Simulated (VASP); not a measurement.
A run of VASP 6.6.1:

File INCAR:

```
SYSTEM = ZnS
PREC = Accurate
ENCUT = 520
EDIFF = 1E-6
ISMEAR = -1
SIGMA = 0.03
LREAL = .FALSE.
LASPH = .TRUE.
NELM = 100
ALGO = Normal
ISIF = 2
LWAVE = .FALSE.
LCHARG = .FALSE.
GGA = PS
NBANDS = 26
```

The input KPOINTS:

```
regular mesh
0
G
  6 6 6
  0 0 0
```

POSCAR

```
ZnS
1.0
    1.7238132874     -6.2961696262      0.0000000000
    1.7238132874      6.2961696262      0.0000000000
    0.0000000000      0.0000000000      3.4578613512
Zn S
2 2
Direct
    0.3289274582      0.6710725418      0.7500000000
    0.6710725418      0.3289274582      0.2500000000
    0.8619458492      0.1380541508      0.2500000000
    0.1380541508      0.8619458492      0.7500000000
```

Potentials or basis: VASP PAW PBE potentials, release 64 (Zn, S).

The run is started by

```sh
$ cat potpaw_PBE.64/Zn/POTCAR potpaw_PBE.64/S/POTCAR > POTCAR
$ mpirun -np 1 vasp_std > vasp.out
```

Hardware: 1 thread of Intel(R) Xeon(R) 6975P-C (Granite Rapids) (shared host).

**Question.** How long does it take, and how much memory?

**Answer.** Run time: 72 s on 1 thread of Intel(R) Xeon(R) 6975P-C (Granite Rapids), with other jobs on the host, peak memory 0.28 GiB. Counts: scf iterations 14, k points 52.
